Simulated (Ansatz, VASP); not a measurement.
MoIr4: VASP beside Ansatz

The input INCAR:

```
  PREC = Accurate
  ENCUT = 600
  EDIFF = 1E-6
  ISMEAR = 0
  SIGMA = 0.1
  LREAL = False
  LASPH = True
  NELM = 60
  ALGO = Normal
  ISIF = 3
  LWAVE = False
  LCHARG = False
  GGA = PE
  IBRION = 2
  NSW = 90
  EDIFFG = -0.04
```

The input KPOINTS:

```
Automatic mesh
0
Gamma
  6 6 4
```

File POSCAR:

```
MoIr4
1.0
    4.7958919300      0.0000000000      0.0000000000
   -2.3979459600      4.1533642400      0.0000000000
    0.0000000000      0.0000000000      4.1373678600
Mo Ir
1 4
Direct
    0.0000000000      0.0000000000      0.0000000000
    0.3333333300      0.6666666700      0.0000000000
    0.6666666700      0.3333333300      0.0000000000
    0.3333333300      0.6666666700      0.5000000000
    0.6666666700      0.3333333300      0.5000000000
```

Input for Ansatz:

```yaml
crystal:
  lattice:
    - [4.79589193, 0.0, 0.0]
    - [-2.39794596, 4.15336424, 0.0]
    - [0.0, 0.0, 4.13736786]
  atoms:
    - { symbol: Mo, position: [0.0, 0.0, 0.0] }
    - { symbol: Ir, position: [0.33333333, 0.66666667, 0.0] }
    - { symbol: Ir, position: [0.66666667, 0.33333333, 0.0] }
    - { symbol: Ir, position: [0.33333333, 0.66666667, 0.5] }
    - { symbol: Ir, position: [0.66666667, 0.33333333, 0.5] }
basis:
  ecutwfc: 420
kpoints:
  mp_grid: { grid: [6, 6, 4] }
hamiltonian:
  xc: pbe
scf:
  occupations: { method: gaussian, width: 0.1 }
  lower_state_search: "off"
output:
  forces: true
  stress: true
  eigenvalues: true
relax:
  adjacent_minimum: "off"
  f_tol: 0.04
  max_steps: 70
  cell: { stress_tol: 0.4 }
```

Alike in both runs: task relaxation of cell and atoms; functional PBE; k mesh 6 × 6 × 4; occupations gaussian, width 0.1 eV; no spin polarisation.

|  | VASP | Ansatz |
| --- | --- | --- |
| version | VASP 6.6.1 | Ansatz 0.2.0 |
| potentials or method | VASP PAW PBE potentials, release 64 (Mo_sv, Ir), cutoff 600 eV | scalar-relativistic, plane waves, PAW |
| valence electrons in the cell | 50 | 82 |

VASP gave:

* gap on the k mesh at the Fermi level, each at its own relaxed structure (eV): none
* relaxed volume (Å³/atom): 18.03
* relaxed cell length with the largest relative difference (Å): 4.504

**Question.** Estimate Ansatz's values.

**Answer.** gap on the k mesh at the Fermi level, each at its own relaxed structure (eV): none; relaxed volume (Å³/atom): 18.01; relaxed cell length with the largest relative difference (Å): 4.502.

A gap of «none» marks a metal or a gap that the smearing closes. VASP's potentials hold 50 valence electrons a cell and Ansatz's 82, so a difference there can come from the potentials and not from the codes.

The k mesh is coarse, so the values compare programs but aren't converged. Neither program's run includes spin-orbit coupling.
